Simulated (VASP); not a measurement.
Write the native input for VASP 6.6.1 that does the following.

* Task: relaxation of cell and atoms
* Functional: LDA
* Potentials or basis: VASP PAW LDA potentials, release 64 (Y_sv)
* Cutoff: 600 eV
* k mesh: 17 × 17 × 16
* Occupations: fermi-dirac, width 0.05 eV
* Spin: no spin polarisation
* Target pressure: 160 GPa
* Dipole correction: no
* Further INCAR settings: ALGO = Normal; EDIFF = 1e-06; IBRION = 2; EDIFFG = -0.005; NSW = 32; ISIF = 3

The structure of Y lies in POSCAR:

```
Y
1.0
    2.4882164657      0.0000000000      0.0000000000
   -1.2441082328      2.1548586694      0.0000000000
    0.0000000000      0.0000000000      2.3363430320
Y
1
Direct
    0.0000000000      0.0000000000      0.0000000000
```

These files were run (other wordings do the same):

INCAR

```
PREC = Accurate ; ENCUT = 600
EDIFF = 1E-6 ; ISMEAR = -1
SIGMA = 0.05 ; LREAL = F
LASPH = T ; NELM = 60
ALGO = Normal ; ISIF = 3
LWAVE = F ; LCHARG = F
GGA = CA ; IBRION = 2
NSW = 32 ; EDIFFG = -0.005
PSTRESS = 1600.0
```

KPOINTS

```
Automatic mesh
0
Gamma
  17 17 16
```

Potentials or basis: VASP PAW LDA potentials, release 64 (Y_sv).

Run with:

```bash
$ cat potpaw_LDA.64/Y_sv/POTCAR > POTCAR
$ mpirun -np 1 vasp_std > vasp.out
```

Results of the run:

- Relaxed volume: 12.55 Å³/atom
- Relaxed cell: a = 2.490 Å, b = 2.490 Å, c = 2.338 Å, α = 90.00°, β = 90.00°, γ = 120.00°
- Space group after relaxing (to 0.05 Å): P6/mmm (No. 191)
- Energy change on relaxing (the enthalpy is what falls): -24.6 meV/atom
- Ionic steps: 3
- Pressure after relaxing: 160.0 GPa

Caveat: the cell is relaxed towards a set pressure, so the enthalpy falls and the energy may rise.

Run time: 37 s on 1 thread of Intel(R) Xeon(R) 6975P-C (Granite Rapids), on a shared host, peak memory 0.18 GiB.
